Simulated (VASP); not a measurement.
# AlRu in VASP: a series of runs

The runs below take AlRu through single point, relaxation of cell and atoms, with PBE.

All numbers are computed with VASP 6.6.1; they aren't measurements. Logs are shortened: lines on timing, memory, paths and dates and some standing lists are left out, and cuts for length are marked.

## (1) The cell of the first run

The typed cell holds 4 atoms: a = 3.016 Å, b = 3.016 Å, c = 7.331 Å, α = 114.26°, β = 114.26°, γ = 90.06°.

## (2) Single point, PBE

Input file INCAR:

```
SYSTEM = AlRu
PREC = Accurate
ENCUT = 520
EDIFF = 1E-6
ISMEAR = 0
SIGMA = 0.1
LREAL = .False.
LASPH = .True.
NELM = 100
ALGO = Normal
ISIF = 2
LWAVE = .False.
LCHARG = .False.
GGA = PE
NBANDS = 25
```

Input file KPOINTS:

```
Automatic mesh
0
Gamma
  6 6 4
  0 0 0
```

Input file POSCAR:

```
AlRu
1.0
    2.0238326480     -2.1334099352     -0.6681410648
    2.0238326480      2.1334099352     -0.6681410648
   -2.1776326892      0.0000000000      7.0003852092
Al Ru
2 2
Direct
    0.0000000000      0.5000000000      0.0000000000
    0.5000000000      0.0000000000      0.5000000000
    0.7500105821      0.2499894179      0.2500000000
    0.2499894179      0.7500105821      0.7500000000
```

Potentials or basis: VASP PAW PBE potentials, release 64 (Al, Ru_pv).

On the command line:

```bash
> cat potpaw_PBE.64/Al/POTCAR potpaw_PBE.64/Ru_pv/POTCAR > POTCAR
> mpirun -np 1 vasp_std > vasp.out
```

OUTCAR:

```text
SYSTEM = AlRu
   PREC = Accurate
   ENCUT = 520
   EDIFF = 1E-6
   ISMEAR = 0
   LREAL = .False.
   LASPH = .True.
   NELM = 100
   ISIF = 2
   GGA = PE

 ion  position               nearest neighbor table
   1  0.000  0.500  0.000-   3 2.60   4 2.60   3 2.60   4 2.60   4 2.60   3 2.60   4 2.60   3 2.60
                             2 2.98   2 2.98
   2  0.500  0.000  0.500-   3 2.60   4 2.60   4 2.60   3 2.60   3 2.60   4 2.60   4 2.60   3 2.60
                             1 2.98   1 2.98
   3  0.750  0.250  0.250-   1 2.60   2 2.60   2 2.60   1 2.60   1 2.60   2 2.60   1 2.60   2 2.60
                             4 2.98   4 2.98
   4  0.250  0.750  0.750-   1 2.60   2 2.60   1 2.60   2 2.60   2 2.60   1 2.60   1 2.60   2 2.60
                             3 2.98   3 2.98

  LATTYP: Found a simple monoclinic cell.
 ALAT       =     4.2668198704
 B/A-ratio  =     1.3979546484
 C/A-ratio  =     1.5809802913
 COS(beta)  =    -0.9487784309

  Lattice vectors:

 A1 = (   0.0000000000,   4.2668198704,   0.0000000000)
 A2 = (   1.8700326068,   0.0000000000,   5.6641030796)
 A3 = (   2.0238326480,  -6.4002298056,  -0.6681410648)

Analysis of symmetry for initial positions (statically):
=====================================================================
 Subroutine PRICEL returns:
 Original cell was already a primitive cell.

 Routine SETGRP: Setting up the symmetry group for a
 simple monoclinic supercell.

 Subroutine GETGRP returns: Found  4 space group operations
 (whereof  2 operations were pure point group operations)
 out of a pool of  4 trial point group operations.

The static configuration has the point symmetry S_2 .
 The point group associated with its full space group is C_2h.

Analysis of symmetry for dynamics (positions and initial velocities):
=====================================================================
 Subroutine PRICEL returns:
 Original cell was already a primitive cell.

 Routine SETGRP: Setting up the symmetry group for a
 simple monoclinic supercell.

 Subroutine GETGRP returns: Found  4 space group operations
 (whereof  2 operations were pure point group operations)
 out of a pool of  4 trial point group operations.

The dynamic configuration has the point symmetry S_2 .
 The point group associated with its full space group is C_2h.

 Subroutine INISYM returns: Found  4 space group operations
 (whereof  2 operations are pure point group operations),
 and found     1 'primitive' translations

----------------------------------------------------------------------------------------

[... 97 lines left out ...]
   ENCUT  =  520.0 eV  38.22 Ry    6.18 a.u.   5.61  5.61 13.63*2*pi/ulx,y,z
   NELM   =    100;   NELMIN=  2; NELMDL= -5     # of ELM steps
   EDIFF  = 0.1E-05   stopping-criterion for ELM
   LREAL  =      F    real-space projection
   EDIFFG = 0.1E-04   stopping-criterion for IOM
   NSW    =      0    number of steps for IOM
   IBRION =     -1    ionic relax: 0-MD 1-quasi-New 2-CG
   NFREE  =      0    steps in history (QN), initial steepest desc. (CG)
   ISIF   =      2    stress and relaxation
   ISYM   =      2    0-nonsym 1-usesym 2-fastsym
   POTIM  = 0.5000    time-step for ionic-motion
   TEBEG  =    0.0;   TEEND  =   0.0 temperature during run
   PSTRESS=    0.0 pullay stress
   NELECT =      34.0000    total number of electrons
   NUPDOWN=      -1.0000    fix difference up-down
   EMIN   =  10.00;   EMAX   =-10.00  energy-range for DOS
   EFERMI =   0.00;   METHOD = LEGACY
   ISMEAR =     0;   SIGMA  =   0.10  broadening in eV -4-tet -1-fermi 0-gaus
   EFERMI_NEDOS =   21; number of points for ismear=-14 and -15
   IALGO  =     38    algorithm
   IMIX   =      4    mixing-type and parameters
     AMIX     =   0.40;   BMIX     =  1.00
     AMIX_MAG =   1.60;   BMIX_MAG =  1.00
  volume/ion in A,a.u.               =      13.56        91.51
  Fermi-wavevector in a.u.,A,eV,Ry     =   1.401053  2.647605 26.707532  1.962948
  Thomas-Fermi vector in A             =   2.523952
   LORBIT       =      0    0 simple, 1 ext, 2 COOP (PROOUT), +10 PAW based schemes
   GGA     = PE    functional components
   LHFCALC =     F    Hartree Fock is set to
   AEXX    =    0.0000 exact exchange contribution
   IVDW    =     0    specifies the selected vdW correction
   LEPSILON=     F    determine dielectric tensor
   LRPA    =     F    only Hartree local field effects (RPA)
 non-spin polarized calculation
 Gauss-broadening in eV      SIGMA  =   0.10
  energy-cutoff  :      520.00
  volume of cell :       54.24
 maximum number of plane-waves:      1487
 NGX is ok and might be reduce to    24

 number of electron      33.9999996 magnetization

 Free energy of the ion-electron system (eV)
  ---------------------------------------------------
  ext. energy  EPLUGINS =         0.00000000
  ---------------------------------------------------
  free energy    TOTEN  =       -28.53246866 eV

  energy without entropy =      -28.51454832  energy(sigma->0) =      -28.52350849

 E-fermi :  10.4464     XC(G=0): -12.5007

 val. band max:       10.4092095791   @ k =   0.0000   0.1667   0.5000
 cond. band min:      10.4489720038   @ k =   0.3333   0.1667   0.5000
 fundamental gap:      0.0397624247
 Fermi energy:        10.4463900555

 k-point     1 :       0.0000    0.0000    0.0000
  band No.  band energies     occupation
      1     -31.4510      2.00000
      2     -31.2369      2.00000
      3     -31.2135      2.00000
      4     -31.2092      2.00000
      5     -31.1950      2.00000
      6     -31.1906      2.00000
[... 661 lines left out ...]
     24      20.2295      0.00000
     25      21.2148      0.00000

 [... further k-points ...]
[... 5 lines left out ...]
  --------------------------------------------------------------------------------------
  -------------------------------------------------------------------------------------
  Total       -0.1178371     -0.1323050     -0.0660993      0.0000005     -0.0000002      0.0191686
  in kB       -3.4805861     -3.9079301     -1.9523929      0.0000133     -0.0000071      0.5661885
  external PRESSURE =      -3.1136364 kB  Pullay stress =       0.0000000 kB

 VOLUME and BASIS-vectors are now :
 -----------------------------------------------------------------------------
  energy-cutoff  :      520.00
  volume of cell :       54.24
      direct lattice vectors                 reciprocal lattice vectors
     2.023832648 -2.133409935 -0.668141065     0.275331636 -0.234366585  0.085648311
     2.023832648  2.133409935 -0.668141065     0.275331636  0.234366585  0.085648311
    -2.177632689  0.000000000  7.000385209     0.052557214  0.000000000  0.159198426

 POSITION                                       TOTAL-FORCE (eV/Angst)
 -----------------------------------------------------------------------------------
      1.01192      1.06670     -0.33407        -0.000000      0.000000     -0.000000
     -0.07690     -1.06670      3.16612        -0.000000      0.000000     -0.000000
      1.47942     -1.06675      1.08196        -0.000000      0.000417      0.000000
      0.39061      1.06675      4.58215         0.000000     -0.000417     -0.000000
 -----------------------------------------------------------------------------------
    total drift:                                0.000000     -0.000000     -0.000000

  FREE ENERGIE OF THE ION-ELECTRON SYSTEM (eV)
  ---------------------------------------------------
  free  energy   TOTEN  =       -28.5324686552 eV

  energy  without entropy=      -28.5145483244  energy(sigma->0) =      -28.52350849
```

OSZICAR:

```text
N       E                     dE             d eps       ncg     rms          rms(c)
DAV:   1     0.296492445913E+03    0.29649E+03   -0.19461E+04  3616   0.136E+03
DAV:   2    -0.223505116560E+02   -0.31884E+03   -0.30725E+03  3836   0.392E+02
DAV:   3    -0.297755435301E+02   -0.74250E+01   -0.72314E+01  4438   0.617E+01
DAV:   4    -0.298518301110E+02   -0.76287E-01   -0.76200E-01  4228   0.607E+00
DAV:   5    -0.298534700479E+02   -0.16399E-02   -0.16398E-02  4516   0.859E-01    0.168E+01
DAV:   6    -0.287167241397E+02    0.11367E+01   -0.65728E+00  3851   0.209E+01    0.324E+00
DAV:   7    -0.285659495261E+02    0.15077E+00   -0.63267E-01  3873   0.673E+00    0.288E+00
DAV:   8    -0.285331409698E+02    0.32809E-01   -0.44489E-02  4069   0.156E+00    0.370E-01
DAV:   9    -0.285324973853E+02    0.64358E-03   -0.10594E-03  4416   0.202E-01    0.201E-01
DAV:  10    -0.285324828318E+02    0.14553E-04   -0.15754E-04  4125   0.106E-01    0.291E-02
DAV:  11    -0.285324686360E+02    0.14196E-04   -0.39329E-05  4285   0.515E-02    0.183E-02
DAV:  12    -0.285324686552E+02   -0.19266E-07   -0.15605E-06  2949   0.975E-03
   1 F= -.28532469E+02 E0= -.28523508E+02  d E =-.179203E-01
```

Wall time 29 s (1 thread of Intel Xeon 6975P-C (Granite Rapids), shared host); peak memory 0.23 GiB.

What came out:

```yaml
Free_energy: -28.5325 eV
Pressure: -0.3 GPa
Band_gap_on_the_k_mesh: zero (band 17 reaches 12.41 eV, above the bottom of band 18 at 9.74 eV)
```

Stress tensor (GPa, compression positive):
```
-0.35  0.00  0.06
 0.00 -0.39  0.00
 0.06  0.00 -0.20
```

Caveat: the k points lie up to 0.39 Å⁻¹ apart.

## (3) Single point, PBE

This run uses another cell than the first one: it holds 2 atoms, not 4.

Input file INCAR:

```
PREC     = Accurate       # precision mode
ENCUT    = 520            # plane-wave cutoff, eV
EDIFF    = 1E-6           # SCF threshold, eV
ISMEAR   = 0              # smearing method
SIGMA    = 0.1            # smearing width, eV
LREAL    = False          # projectors in reciprocal space
LASPH    = True           # aspherical terms in the spheres
NELM     = 100            # most SCF steps
ALGO     = Fast           # electronic algorithm
ISIF     = 2              # what is computed and relaxed
LWAVE    = False          # write WAVECAR
LCHARG   = False          # write CHGCAR
GGA      = PE             # functional
NBANDS   = 16             # bands
```

Input file KPOINTS:

```
Automatic mesh
0
Gamma
  18 18 18
```

Input file POSCAR:

```
AlRu
1.0
    3.0034422998      0.0000000000      0.0000000000
    0.0000000000      3.0034422998      0.0000000000
    0.0000000000      0.0000000000      3.0034422998
Al Ru
1 1
Direct
    0.0000000000      0.0000000000      0.0000000000
    0.5000000000      0.5000000000      0.5000000000
```

Potentials or basis: VASP PAW PBE potentials, release 64 (Al, Ru_pv).

On the command line:

```bash
> cat potpaw_PBE.64/Al/POTCAR potpaw_PBE.64/Ru_pv/POTCAR > POTCAR
> mpirun -np 1 vasp_std > vasp.out
```

It took 25 s on 1 thread of Intel Xeon 6975P-C (Granite Rapids), shared host; peak memory 0.2 GiB.

Results (log left out):

| Property | Result |
| --- | --- |
| Free energy | -14.2646 eV |
| Pressure | 0.0 GPa |

Levels at points of the mesh, in eV from the Fermi level:
| k point | band 5 | band 6 | band 7 | band 8 | band 9 | band 10 | band 11 | band 12 | band 13 | band 14 |
| --- | --- | --- | --- | --- | --- | --- | --- | --- | --- | --- |
| (0.00, 0.00, 0.00) | -3.49 | -3.49 | 0.18 | 0.18 | 0.18 | 6.03 | 6.03 | 6.03 | 10.92 | 10.92 |
| (0.50, 0.00, 0.00) | -5.46 | -2.71 | -1.57 | -1.57 | 0.43 | 2.25 | 7.46 | 10.98 | 10.98 | 12.59 |
| (0.50, 0.50, 0.00) | -3.01 | -1.35 | -1.35 | -1.14 | -1.14 | 1.51 | 5.24 | 6.12 | 10.51 | 14.40 |
| (0.50, 0.50, 0.50) | -4.56 | -4.56 | 1.60 | 1.60 | 2.51 | 4.12 | 4.12 | 4.12 | 8.43 | 8.43 |

## (4) Single point, PBE

This run uses another cell than the first one: it holds 2 atoms, not 4.

Input file INCAR:

```
SYSTEM = AlRu
ALGO = Fast
EDIFF = 1E-6
ENCUT = 520
GGA = PE
ISIF = 2
ISMEAR = 0
LASPH = .TRUE.
LCHARG = .FALSE.
LREAL = .FALSE.
LWAVE = .FALSE.
NBANDS = 16
NELM = 80
PREC = Accurate
SIGMA = 0.1
```

Input file KPOINTS:

```
k-points
0
G
  18 18 18
  0 0 0
```

POSCAR is that of step 3.

On the command line:

```bash
> cat potpaw_PBE.64/Al/POTCAR potpaw_PBE.64/Ru_pv/POTCAR > POTCAR
> mpirun -np 1 vasp_std > vasp.out
```

Wall time 31 s (1 thread of Intel Xeon 6975P-C (Granite Rapids), shared host); peak memory 0.2 GiB.

The run converged. Its results:

| Item | Value |
| --- | --- |
| Free energy | -14.2646 eV |
| Pressure | 0.0 GPa |

Levels at points of the mesh, in eV from the Fermi level:
| k point | band 7 | band 8 | band 9 | band 10 | band 11 | band 12 |
| --- | --- | --- | --- | --- | --- | --- |
| (0.00, 0.00, 0.00) | 0.18 | 0.18 | 0.18 | 6.03 | 6.03 | 6.03 |
| (0.50, 0.00, 0.00) | -1.57 | -1.57 | 0.43 | 2.25 | 7.46 | 10.98 |
| (0.50, 0.50, 0.00) | -1.35 | -1.14 | -1.14 | 1.51 | 5.24 | 6.12 |
| (0.50, 0.50, 0.50) | 1.60 | 1.60 | 2.51 | 4.12 | 4.12 | 4.12 |

## (5) Relaxation of cell and atoms, PBE

This run uses another cell than the first one: it holds 2 atoms, not 4.

Input file INCAR:

```
PREC     = Accurate       # precision mode
ENCUT    = 600            # plane-wave cutoff, eV
EDIFF    = 1E-6           # SCF threshold, eV
ISMEAR   = 0              # smearing method
SIGMA    = 0.1            # smearing width, eV
LREAL    = False          # projectors in reciprocal space
LASPH    = True           # aspherical terms in the spheres
NELM     = 80             # most SCF steps
ALGO     = Fast           # electronic algorithm
ISIF     = 3              # what is computed and relaxed
LWAVE    = False          # write WAVECAR
LCHARG   = False          # write CHGCAR
GGA      = PE             # functional
IBRION   = 2              # ionic algorithm
NSW      = 100            # ionic steps
EDIFFG   = -0.01          # ionic threshold
```

Input file KPOINTS:

```
regular mesh
0
Gamma
  18 18 18
```

Input file POSCAR:

```
AlRu
1.0
    3.0045263507      0.0000000000      0.0000000000
    0.0000000000      3.0045263507      0.0000000000
    0.0000000000      0.0000000000      3.0045263507
Al Ru
1 1
Direct
    0.0000000000      0.0000000000      0.0000000000
    0.5000000000      0.5000000000      0.5000000000
```

On the command line:

```bash
> cat potpaw_PBE.64/Al/POTCAR potpaw_PBE.64/Ru_pv/POTCAR > POTCAR
> mpirun -np 1 vasp_std > vasp.out
```

It took 41 s on 1 thread of Intel Xeon 6975P-C (Granite Rapids), shared host; peak memory 0.22 GiB.

It converged, with:

```yaml
Free_energy: -14.2646 eV
Relaxed_volume: 13.55 Å³/atom
Relaxed_cell: a = 3.003 Å, b = 3.003 Å, c = 3.003 Å, α = 90.00°, β = 90.00°, γ = 90.00°
Space_group_after_relaxing_to_0.05_Å: Pm-3m (No. 221)
Energy_gained_by_relaxing: 0.0 meV/atom
Ionic_steps: 3
Pressure_after_relaxing: 0.0 GPa
```

Final structure:
```yaml
crystal:
  lattice:
    - [3.00336, 0.00000, 0.00000]
    - [0.00000, 3.00336, 0.00000]
    - [0.00000, 0.00000, 3.00336]
  atoms:
    - { symbol: Al, position: [0.00000, 0.00000, 0.00000] }
    - { symbol: Ru, position: [0.50000, 0.50000, 0.50000] }
```

Levels at points of the mesh, in eV from the Fermi level:
| k point | band 7 | band 8 | band 9 | band 10 | band 11 | band 12 |
| --- | --- | --- | --- | --- | --- | --- |
| (0.00, 0.00, 0.00) | 0.18 | 0.18 | 0.18 | 6.03 | 6.03 | 6.03 |
| (0.50, 0.00, 0.00) | -1.57 | -1.57 | 0.43 | 2.25 | 7.46 | 10.98 |
| (0.50, 0.50, 0.00) | -1.35 | -1.14 | -1.14 | 1.51 | 5.24 | 6.12 |
| (0.50, 0.50, 0.50) | 1.60 | 1.60 | 2.51 | 4.12 | 4.12 | 4.12 |

## (6) Summary

| task | cell | k mesh | cutoff (eV) | gap on the mesh (eV) | pressure (GPa) |
| --- | --- | --- | --- | --- | --- |
| single point | a = 3.016, b = 3.016, c = 7.331 Å, angles 114.3, 114.3, 90.1°, 4 atoms | 6 × 6 × 4 | 520 | none | -0.3 |
| single point | a = 3.003 Å, 2 atoms | 18 × 18 × 18 | 520 | none | 0.0 |
| relaxation of cell and atoms | relaxed from a = 3.005 Å, 2 atoms | 18 × 18 × 18 | 600 | none | 0.0 |

Alike in all rows: level PBE; potentials or basis VASP PAW PBE potentials, release 64 (Al, Ru_pv); no spin polarisation; smearing gaussian 0.1 eV.

Caveats: some runs use coarse meshes.

Total energies depend on the potentials used, so only differences within one code and one set of settings carry meaning.
